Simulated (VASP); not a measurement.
# BaHfO3 (ke600) (Pm-3m) in VASP: further runs

The runs below take BaHfO3 (ke600) through single point, relaxation of cell and atoms, with LDA.

All numbers are computed with VASP 6.6.1; they aren't measurements. Logs are shortened: lines on timing, memory, paths and dates and some standing lists are left out, and cuts for length are marked.

## (1) The cell of the first run

The structure is cubic, space group Pm-3m (No. 221). Conventional cell: a = 4.170 Å, b = 4.170 Å, c = 4.170 Å, α = 90.00°, β = 90.00°, γ = 90.00°. Within 3.9 Å of Ba (site symmetry m-3m) lie 12 O at 2.95 Å and 8 Hf at 3.61 Å. Hf (site symmetry m-3m) has 6 O at 2.08 Å within 2.8 Å. O (site symmetry 4/mmm) has 2 Hf at 2.08 Å within 2.8 Å.

## (2) Single point, LDA

Contents of INCAR:

```
PREC     = Accurate       # precision mode
ENCUT    = 520            # plane-wave cutoff, eV
EDIFF    = 1E-6           # SCF threshold, eV
ISMEAR   = 0              # smearing method
SIGMA    = 0.1            # smearing width, eV
LREAL    = False          # projectors in reciprocal space
LASPH    = True           # aspherical terms in the spheres
NELM     = 100            # most SCF steps
ALGO     = Normal         # electronic algorithm
ISIF     = 2              # what is computed and relaxed
LWAVE    = False          # write WAVECAR
LCHARG   = False          # write CHGCAR
NBANDS   = 27             # bands
```

Contents of KPOINTS:

```
Automatic mesh
0
Gamma
  4 4 4
```

Contents of POSCAR:

```
BaHfO3
1.0
    4.1698367400      0.0000000000      0.0000000000
    0.0000000000      4.1698367400      0.0000000000
    0.0000000000      0.0000000000      4.1698367400
Ba Hf O
1 1 3
Direct
    0.5000000000      0.5000000000      0.5000000000
    0.0000000000      0.0000000000      0.0000000000
    0.0000000000      0.5000000000      0.0000000000
    0.5000000000      0.0000000000      0.0000000000
    0.0000000000      0.0000000000      0.5000000000
```

Potentials or basis: VASP PAW LDA potentials, release 64 (Ba_sv, Hf_pv, O).

Started as:

```console
$ cat potpaw_LDA.64/Ba_sv/POTCAR potpaw_LDA.64/Hf_pv/POTCAR potpaw_LDA.64/O/POTCAR > POTCAR
$ mpirun -np 1 vasp_std > vasp.out
```

OUTCAR:

```text
PREC = Accurate
   ENCUT = 520
   EDIFF = 1E-6
   ISMEAR = 0
   LREAL = False
   LASPH = True
   NELM = 100
   ISIF = 2

 ion  position               nearest neighbor table
   1  0.500  0.500  0.500-   3 2.95   4 2.95   5 2.95   3 2.95   4 2.95   4 2.95   5 2.95   4 2.95
                             3 2.95   5 2.95   3 2.95   5 2.95   2 3.61   2 3.61   2 3.61   2 3.61
   2  0.000  0.000  0.000-   3 2.08   4 2.08   5 2.08   5 2.08   3 2.08   4 2.08   1 3.61   1 3.61
                             1 3.61   1 3.61   1 3.61   1 3.61   1 3.61   1 3.61
   3  0.000  0.500  0.000-   2 2.08   2 2.08   1 2.95   1 2.95   1 2.95   1 2.95
   4  0.500  0.000  0.000-   2 2.08   2 2.08   1 2.95   1 2.95   1 2.95   1 2.95
   5  0.000  0.000  0.500-   2 2.08   2 2.08   1 2.95   1 2.95   1 2.95   1 2.95

  LATTYP: Found a simple cubic cell.
 ALAT       =     4.1698367400

  Lattice vectors:

 A1 = (   4.1698367400,   0.0000000000,   0.0000000000)
 A2 = (   0.0000000000,   4.1698367400,   0.0000000000)
 A3 = (   0.0000000000,   0.0000000000,   4.1698367400)

Analysis of symmetry for initial positions (statically):
=====================================================================
 Subroutine PRICEL returns:
 Original cell was already a primitive cell.

 Routine SETGRP: Setting up the symmetry group for a
 simple cubic supercell.

 Subroutine GETGRP returns: Found 48 space group operations
 (whereof 48 operations were pure point group operations)
 out of a pool of 48 trial point group operations.

The static configuration has the point symmetry O_h .

Analysis of symmetry for dynamics (positions and initial velocities):
=====================================================================
 Subroutine PRICEL returns:
 Original cell was already a primitive cell.

 Routine SETGRP: Setting up the symmetry group for a
 simple cubic supercell.

 Subroutine GETGRP returns: Found 48 space group operations
 (whereof 48 operations were pure point group operations)
 out of a pool of 48 trial point group operations.

The dynamic configuration has the point symmetry O_h .

 Subroutine INISYM returns: Found 48 space group operations
 (whereof 48 operations are pure point group operations),
 and found     1 'primitive' translations

----------------------------------------------------------------------------------------

                                     Primitive cell

  volume of cell :      72.5032

  direct lattice vectors                    reciprocal lattice vectors
     4.169836740  0.000000000  0.000000000     0.239817543  0.000000000  0.000000000
     0.000000000  4.169836740  0.000000000     0.000000000  0.239817543  0.000000000
     0.000000000  0.000000000  4.169836740     0.000000000  0.000000000  0.239817543

  length of vectors
     4.169836740  4.169836740  4.169836740     0.239817543  0.239817543  0.239817543

  position of ions in fractional coordinates (direct lattice)
     0.500000000  0.500000000  0.500000000
     0.000000000  0.000000000  0.000000000
     0.000000000  0.500000000  0.000000000
     0.500000000  0.000000000  0.000000000
     0.000000000  0.000000000  0.500000000

  ion indices of the primitive-cell ions
   primitive index   ion index
                 1           1
                 2           2
                 3           3
                 4           4
                 5           5

----------------------------------------------------------------------------------------

 KPOINTS: Automatic mesh

Automatic generation of k-mesh.
 Grid dimensions read from file:
 generate k-points for:    4    4    4

 Generating k-lattice:

  Cartesian coordinates                     Fractional coordinates (reciprocal lattice)
     0.059954386  0.000000000  0.000000000     0.250000000  0.000000000  0.000000000
     0.000000000  0.059954386  0.000000000     0.000000000  0.250000000  0.000000000
     0.000000000  0.000000000  0.059954386     0.000000000  0.000000000  0.250000000

  Length of vectors
     0.059954386  0.059954386  0.059954386

  Shift w.r.t. Gamma in fractional coordinates (k-lattice)
     0.000000000  0.000000000  0.000000000

 Subroutine IBZKPT returns following result:
 ===========================================

 Found     10 irreducible k-points:

 Following reciprocal coordinates:
            Coordinates               Weight
  0.000000  0.000000  0.000000      1.000000
  0.250000  0.000000  0.000000      6.000000
  0.500000  0.000000  0.000000      3.000000
  0.250000  0.250000  0.000000     12.000000
  0.500000  0.250000  0.000000     12.000000
  0.500000  0.500000  0.000000      3.000000
  0.250000  0.250000  0.250000      8.000000
  0.500000  0.250000  0.250000     12.000000
  0.500000  0.500000  0.250000      6.000000
  0.500000  0.500000  0.500000      1.000000
   k-points           NKPTS =     10   k-points in BZ     NKDIM =     10   number of bands    NBANDS=     27
   number of dos      NEDOS =    301   number of ions     NIONS =      5
   total plane-waves  NPLWV =  32768
   dimension x,y,z NGX =    32 NGY =   32 NGZ =   32
   dimension x,y,z NGXF=    64 NGYF=   64 NGZF=   64
   ions per type =               1   1   3
   NGX,Y,Z   is equivalent  to a cutoff of  12.76, 12.76, 12.76 a.u.
   NGXF,Y,Z  is equivalent  to a cutoff of  25.52, 25.52, 25.52 a.u.
 SYSTEM =  unknown system
   PREC   = accura    normal or accurate (medium, high low for compatibility)
   ISTART =      0    job   : 0-new  1-cont  2-samecut
   ICHARG =      2    charge: 1-file 2-atom 10-const
   ISPIN  =      1    spin polarized calculation?
   LNONCOLLINEAR =      F non collinear calculations
   LSORBIT =      F    spin-orbit coupling
   LASPH  =      T    aspherical Exc in radial PAW
   ENCUT  =  520.0 eV  38.22 Ry    6.18 a.u.   7.75  7.75  7.75*2*pi/ulx,y,z
   NELM   =    100;   NELMIN=  2; NELMDL= -5     # of ELM steps
   EDIFF  = 0.1E-05   stopping-criterion for ELM
   LREAL  =      F    real-space projection
   EDIFFG = 0.1E-04   stopping-criterion for IOM
   NSW    =      0    number of steps for IOM
   IBRION =     -1    ionic relax: 0-MD 1-quasi-New 2-CG
   NFREE  =      0    steps in history (QN), initial steepest desc. (CG)
   ISIF   =      2    stress and relaxation
   ISYM   =      2    0-nonsym 1-usesym 2-fastsym
   POTIM  = 0.5000    time-step for ionic-motion
[... 10 lines left out ...]
     AMIX     =   0.40;   BMIX     =  1.00
     AMIX_MAG =   1.60;   BMIX_MAG =  1.00
  volume/ion in A,a.u.               =      14.50        97.86
  Fermi-wavevector in a.u.,A,eV,Ry     =   1.319928  2.494303 23.704213  1.742210
  Thomas-Fermi vector in A             =   2.449791
   LORBIT       =      0    0 simple, 1 ext, 2 COOP (PROOUT), +10 PAW based schemes
   GGA     = CA    functional components
   LHFCALC =     F    Hartree Fock is set to
   AEXX    =    0.0000 exact exchange contribution
   IVDW    =     0    specifies the selected vdW correction
   LEPSILON=     F    determine dielectric tensor
   LRPA    =     F    only Hartree local field effects (RPA)
 non-spin polarized calculation
 Gauss-broadening in eV      SIGMA  =   0.10
  energy-cutoff  :      520.00
  volume of cell :       72.50
 maximum number of plane-waves:      1972
 NGX is ok and might be reduce to    32
   NGX = 15   NGY = 15   NGZ = 15

 number of electron      38.0000009 magnetization

 Free energy of the ion-electron system (eV)
  ---------------------------------------------------
  ext. energy  EPLUGINS =         0.00000000
  ---------------------------------------------------
  free energy    TOTEN  =       -47.60016199 eV

  energy without entropy =      -47.60016199  energy(sigma->0) =      -47.60016199

 E-fermi :   2.7184     XC(G=0): -11.3054

 val. band max:        2.1817647733   @ k =   0.5000   0.5000   0.5000
 cond. band min:       5.5891681252   @ k =   0.0000   0.0000   0.0000
 fundamental gap:      3.4074033519
 Fermi energy:         2.7184484571

 k-point     1 :       0.0000    0.0000    0.0000
  band No.  band energies     occupation
      1     -26.4086      2.00000
      2     -26.4086      2.00000
      3     -26.4086      2.00000
      4     -22.8847      2.00000
      5     -14.1984      2.00000
      6     -13.6338      2.00000
[... 19 lines left out ...]
     26      10.6749      0.00000
     27      10.6751      0.00000

 k-point     2 :       0.2500    0.0000    0.0000
  band No.  band energies     occupation
      1     -26.4773      2.00000
      2     -26.4064      2.00000
      3     -26.4064      2.00000
      4     -22.8452      2.00000
      5     -14.2154      2.00000
      6     -13.6202      2.00000
[... 19 lines left out ...]
     26      10.2649      0.00000
     27      10.6780      0.00000

 k-point     3 :       0.5000    0.0000    0.0000
  band No.  band energies     occupation
      1     -26.5439      2.00000
      2     -26.4042      2.00000
      3     -26.4042      2.00000
      4     -22.8058      2.00000
      5     -14.3214      2.00000
      6     -13.6063      2.00000
[... 19 lines left out ...]
     26      10.8015      0.00000
     27      10.8019      0.00000

 k-point     4 :       0.2500    0.2500    0.0000
  band No.  band energies     occupation
      1     -26.4753      2.00000
      2     -26.4714      2.00000
      3     -26.4042      2.00000
      4     -22.8176      2.00000
      5     -14.0661      2.00000
      6     -13.3887      2.00000
[... 19 lines left out ...]
     26      10.3185      0.00000
     27      11.2355      0.00000

 k-point     5 :       0.5000    0.2500    0.0000
  band No.  band energies     occupation
      1     -26.5384      2.00000
      2     -26.4694      2.00000
      3     -26.4021      2.00000
      4     -22.7902      2.00000
      5     -14.0503      2.00000
      6     -13.3846      2.00000
[... 19 lines left out ...]
     26      10.5776      0.00000
     27      11.0509      0.00000

 k-point     6 :       0.5000    0.5000    0.0000
  band No.  band energies     occupation
      1     -26.5329      2.00000
      2     -26.5329      2.00000
      3     -26.4000      2.00000
      4     -22.7743      2.00000
      5     -13.8691      2.00000
      6     -13.0247      2.00000
[... 19 lines left out ...]
     26      11.7041      0.00000
     27      11.7044      0.00000

 k-point     7 :       0.2500    0.2500    0.2500
  band No.  band energies     occupation
      1     -26.4726      2.00000
      2     -26.4689      2.00000
      3     -26.4689      2.00000
      4     -22.7949      2.00000
      5     -13.7559      2.00000
      6     -13.3014      2.00000
[... 19 lines left out ...]
     26      10.7787      0.00000
     27      10.7787      0.00000

 k-point     8 :       0.5000    0.2500    0.2500
  band No.  band energies     occupation
      1     -26.5342      2.00000
      2     -26.4675      2.00000
      3     -26.4664      2.00000
      4     -22.7722      2.00000
      5     -13.6635      2.00000
      6     -13.2630      2.00000
[... 19 lines left out ...]
     26      10.0278      0.00000
     27      11.1113      0.00000

 k-point     9 :       0.5000    0.5000    0.2500
  band No.  band energies     occupation
      1     -26.5301      2.00000
      2     -26.5301      2.00000
      3     -26.4645      2.00000
      4     -22.7540      2.00000
      5     -13.4065      2.00000
      6     -12.9580      2.00000
[... 19 lines left out ...]
     26      10.4706      0.00000
     27      11.7461      0.00000

 k-point    10 :       0.5000    0.5000    0.5000
  band No.  band energies     occupation
      1     -26.5273      2.00000
      2     -26.5273      2.00000
      3     -26.5273      2.00000
      4     -22.7335      2.00000
      5     -12.8863      2.00000
      6     -12.8863      2.00000
[... 19 lines left out ...]
     26      11.4841      0.00000
     27      11.4841      0.00000

------------------------ aborting loop because EDIFF is reached ----------------------------------------

  FORCE on cell =-STRESS in cart. coord.  units (eV):
  Direction    XX          YY          ZZ          XY          YZ          ZX
  --------------------------------------------------------------------------------------
  -------------------------------------------------------------------------------------
  Total       -2.6764872     -2.6764872     -2.6764872      0.0000000      0.0000000     -0.0000000
  in kB      -59.1450775    -59.1450775    -59.1450775      0.0000000      0.0000000     -0.0000000
  external PRESSURE =     -59.1450775 kB  Pullay stress =       0.0000000 kB

 VOLUME and BASIS-vectors are now :
 -----------------------------------------------------------------------------
  energy-cutoff  :      520.00
  volume of cell :       72.50
      direct lattice vectors                 reciprocal lattice vectors
     4.169836740  0.000000000  0.000000000     0.239817543  0.000000000  0.000000000
     0.000000000  4.169836740  0.000000000     0.000000000  0.239817543  0.000000000
     0.000000000  0.000000000  4.169836740     0.000000000  0.000000000  0.239817543

 POSITION                                       TOTAL-FORCE (eV/Angst)
 -----------------------------------------------------------------------------------
      2.08492      2.08492      2.08492         0.000000      0.000000      0.000000
      0.00000      0.00000      0.00000         0.000000      0.000000      0.000000
      0.00000      2.08492      0.00000         0.000000      0.000000      0.000000
      2.08492      0.00000      0.00000         0.000000      0.000000      0.000000
      0.00000      0.00000      2.08492         0.000000      0.000000      0.000000
 -----------------------------------------------------------------------------------
    total drift:                                0.000000      0.000000     -0.000000

  FREE ENERGIE OF THE ION-ELECTRON SYSTEM (eV)
  ---------------------------------------------------
  free  energy   TOTEN  =       -47.6001619916 eV

  energy  without entropy=      -47.6001619916  energy(sigma->0) =      -47.60016199
```

It took 7.7 s on 1 thread of Intel Xeon 6975P-C (Granite Rapids), shared host; peak memory 0.16 GiB.

Results:

```yaml
Free_energy: -47.6002 eV
Pressure: -5.9 GPa
Band_gap_on_the_k_mesh: 3.41 eV, indirect (least direct gap 3.62 eV)
```

Caveat: spin-orbit coupling is left out, which moves the levels of the heavy elements.

## (3) Single point, LDA

This run uses another cell than the first one, of 14.00 Å³/atom, 0.966 times its volume.

Contents of INCAR:

```
SYSTEM = BaHfO3
ALGO = Normal
EDIFF = 1E-6
ENCUT = 520
ISIF = 2
ISMEAR = 0
LASPH = .True.
LCHARG = .True.
LELF = .True.
LREAL = .False.
LVHAR = .True.
LWAVE = .False.
NBANDS = 27
NELM = 100
PREC = Accurate
SIGMA = 0.02
```

Contents of KPOINTS:

```
k-points
0
Gamma
  6 6 6
  0 0 0
```

POSCAR, as its differences from that of step 2:

```diff
@@ -2,5 +2,5 @@
 1.0
-    4.1698367400      0.0000000000      0.0000000000
-    0.0000000000      4.1698367400      0.0000000000
-    0.0000000000      0.0000000000      4.1698367400
+    4.1217383968      0.0000000000      0.0000000000
+    0.0000000000      4.1217383968      0.0000000000
+    0.0000000000      0.0000000000      4.1217383968
 Ba Hf O
```

Potentials or basis: VASP PAW LDA potentials, release 64 (Ba_sv, Hf_pv, O).

Started as:

```console
$ cat potpaw_LDA.64/Ba_sv/POTCAR potpaw_LDA.64/Hf_pv/POTCAR potpaw_LDA.64/O/POTCAR > POTCAR
$ mpirun -np 1 vasp_std > vasp.out
```

Wall time 13 s (1 thread of Intel Xeon 6975P-C (Granite Rapids), shared host); peak memory 0.17 GiB.

It converged, with:

```yaml
Free_energy: -47.6551 eV
Pressure: 0.1 GPa
Band_gap_on_the_k_mesh: 3.47 eV, indirect (least direct gap 3.64 eV)
```

Levels at points of the mesh, in eV from the valence-band top:
```
           k point  band 16  band 17  band 18  band 19  band 20  band 21  band 22  band 23
(0.00, 0.00, 0.00)    -1.05    -0.17    -0.17    -0.17     3.47     3.47     3.47     4.60
(0.50, 0.00, 0.00)    -1.81    -1.81    -0.47    -0.47     4.07     6.48     6.48     6.54
(0.50, 0.50, 0.00)    -0.92    -0.92    -0.92    -0.08     6.38     6.38     6.80     6.99
(0.50, 0.50, 0.50)    -2.55     0.00     0.00     0.00     6.12     6.12     6.12     8.06
```

Caveat: spin-orbit coupling is left out, which moves the levels of the heavy elements. A k mesh can miss the band edges.

## (4) Relaxation of cell and atoms, LDA

Contents of INCAR:

```
SYSTEM = BaHfO3
PREC     = Accurate       ! precision mode
ENCUT    = 600            ! plane-wave cutoff, eV
EDIFF    = 1E-6           ! SCF threshold, eV
ISMEAR   = 0              ! smearing method
SIGMA    = 0.02           ! smearing width, eV
LREAL    = .FALSE.        ! projectors in reciprocal space
LASPH    = .TRUE.         ! aspherical terms in the spheres
NELM     = 100            ! most SCF steps
ALGO     = Normal         ! electronic algorithm
ISIF     = 3              ! what is computed and relaxed
LWAVE    = .FALSE.        ! write WAVECAR
LCHARG   = .FALSE.        ! write CHGCAR
GGA      = CA             ! functional
IBRION   = 2              ! ionic algorithm
NSW      = 100            ! ionic steps
EDIFFG   = -0.002         ! ionic threshold
```

Contents of KPOINTS:

```
regular mesh
0
G
  6 6 6
  0 0 0
```

POSCAR, as its differences from that of step 3:

```diff
@@ -2,5 +2,5 @@
 1.0
-    4.1217383968      0.0000000000      0.0000000000
-    0.0000000000      4.1217383968      0.0000000000
-    0.0000000000      0.0000000000      4.1217383968
+    4.1698367400      0.0000000000      0.0000000000
+    0.0000000000      4.1698367400      0.0000000000
+    0.0000000000      0.0000000000      4.1698367400
 Ba Hf O
```

Started as:

```console
$ cat potpaw_LDA.64/Ba_sv/POTCAR potpaw_LDA.64/Hf_pv/POTCAR potpaw_LDA.64/O/POTCAR > POTCAR
$ mpirun -np 1 vasp_std > vasp.out
```

Wall time 44 s (1 thread of Intel Xeon 6975P-C (Granite Rapids), shared host); peak memory 0.2 GiB.

It converged, with:

| Property | Result |
| --- | --- |
| Free energy | -47.6679 eV |
| Relaxed volume | 14.00 Å³/atom |
| Relaxed cell | a = 4.121 Å, b = 4.121 Å, c = 4.121 Å, α = 90.00°, β = 90.00°, γ = 90.00° |
| Space group after relaxing (to 0.05 Å) | Pm-3m (No. 221) |
| Energy gained by relaxing | 10.0 meV/atom |
| Ionic steps | 3 |
| Pressure after relaxing | 0.0 GPa |
| Band gap on the k mesh | 3.48 eV, indirect (least direct gap 3.64 eV) |

Step by step:
```tsv
step	energy change (eV)	largest force (eV/Å)	pressure (GPa)	volume (Å³)
1	0.0000	0.0000	-6.11	72.50
2	0.0377	0.0000	9.39	66.85
3	-0.0499	0.0000	-0.01	70.00
```

Final structure:
```
Ba Hf O
1.0
     4.12122    0.00000    0.00000
     0.00000    4.12122    0.00000
     0.00000    0.00000    4.12122
Ba Hf O
1 1 3
Direct
  0.50000 0.50000 0.50000
  0.00000 0.00000 0.00000
  0.00000 0.50000 0.00000
  0.50000 0.00000 0.00000
  0.00000 0.00000 0.50000
```

Levels at points of the mesh, in eV from the valence-band top:
```tsv
k point	band 16	band 17	band 18	band 19	band 20	band 21	band 22	band 23
(0.00, 0.00, 0.00)	-1.05	-0.17	-0.17	-0.17	3.48	3.48	3.48	4.60
(0.50, 0.00, 0.00)	-1.81	-1.81	-0.47	-0.47	4.07	6.49	6.49	6.55
(0.50, 0.50, 0.00)	-0.92	-0.92	-0.92	-0.08	6.38	6.38	6.80	6.99
(0.50, 0.50, 0.50)	-2.55	0.00	0.00	0.00	6.13	6.13	6.13	8.06
```

Caveat: spin-orbit coupling is left out, which moves the levels of the heavy elements.

## (5) Overview

```tsv
task	cell	k mesh	cutoff (eV)	smearing	gap on the mesh (eV)	pressure (GPa)
single point	a = 4.170 Å, 5 atoms	4 × 4 × 4	520	gaussian 0.1 eV	3.41	-5.9
single point	a = 4.122 Å, 5 atoms	6 × 6 × 6	520	gaussian 0.02 eV	3.47	0.1
relaxation of cell and atoms	relaxed from a = 4.170 Å, 5 atoms	6 × 6 × 6	600	gaussian 0.02 eV	3.48	0.0
```

Alike in all rows: level LDA; potentials or basis VASP PAW LDA potentials, release 64 (Ba_sv, Hf_pv, O); no spin polarisation.

Caveats: spin-orbit coupling is left out, which moves the levels of the heavy elements.

Absolute energies hang on the potentials; compare differences alone.
